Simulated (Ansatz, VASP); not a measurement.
**One calculation of TiAl, two programs**

```xyz
2
Lattice="3.1639 0.0000 0.0000 0.0000 3.1639 0.0000 0.0000 0.0000 3.3917" Properties=species:S:1:pos:R:3 pbc="T T T"
Ti    0.0000    0.0000    0.0000
Al    1.5820    1.5820    1.6959
```

Alike in both runs: task single point; functional PBEsol; k mesh 16 × 16 × 16; occupations gaussian, width 0.15 eV; no spin polarisation.

```csv
,VASP,Ansatz
version,VASP 6.6.1,Ansatz 0.2.0
potentials or method,"VASP PAW PBE potentials, release 64 (Ti_sv, Al), cutoff 520 eV","scalar-relativistic, plane waves, PAW"
valence electrons in the cell,15,15
```

```csv
,VASP,Ansatz,Ansatz less VASP
gap on the k mesh at the Fermi level (eV),none,none,-
pressure (GPa),-7.7,-7.7,-0.09
"traceless stress, the component that is largest in VASP (GPa)",3.38,3.38,+0.005
```

VASP's potentials were made for PBE, not for PBEsol, and Ansatz warns of the same on its side. A gap of «none» marks a metal or a gap that the smearing closes. The functional is the same, so the differences come from potentials, cutoffs and numerics.
